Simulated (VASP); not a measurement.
A run of VASP 6.6.1 is set up as follows.

File POSCAR:

```
Ti
1.0
    0.0000000000      2.0300000000      2.0300000000
    2.0300000000      0.0000000000      2.0300000000
    2.0300000000      2.0300000000      0.0000000000
Ti
1
Direct
    0.0000000000      0.0000000000      0.0000000000
```

The input INCAR.step1:

```
  ALGO = Normal
  EDIFF = 1E-4
  ENCUT = 600
  GGA = PE
  ISMEAR = -1
  LASPH = T
  LCHARG = F
  LREAL = F
  LWAVE = T
  NELM = 80
  PREC = Accurate
  SIGMA = 0.15
```

The input INCAR.step2:

```
  ALGO = Normal
  EDIFF = 1E-6
  EDIFFG = -0.01
  ENCUT = 600
  IBRION = 2
  ISIF = 3
  ISMEAR = -1
  ISTART = 1
  LASPH = T
  LCHARG = F
  LMIXTAU = T
  LREAL = F
  LWAVE = F
  METAGGA = R2SCAN
  NELM = 80
  NSW = 80
  PREC = Accurate
  SIGMA = 0.15
```

The input KPOINTS:

```
k-points
0
Gamma
  18 18 18
```

Potentials or basis: VASP PAW PBE potentials, release 64 (Ti_sv).

The run is started by

```console
$ cat potpaw_PBE.64/Ti_sv/POTCAR > POTCAR
$ cp INCAR.step1 INCAR
$ mpirun -np 1 vasp_std > vasp.out
$ cp INCAR.step2 INCAR
$ mpirun -np 1 vasp_std > vasp.out
```

(1) Predict the relaxed volume.

(2) Estimate the space group after relaxing (to 0.05 Å).

(3) Estimate the band gap on the k mesh.

(4) What does it give for the relaxed cell?

## Answers

(1) 17.51 Å³/atom.

(2) Fm-3m (No. 225).

(3) zero (band 6 reaches 9.15 eV, above the bottom of band 7 at 7.73 eV).

(4) a = 2.915 Å, b = 2.915 Å, c = 2.915 Å, α = 60.00°, β = 60.00°, γ = 60.00°.

Caveat: the PAW data sets were made with another functional, which shifts forces and pressure a little.
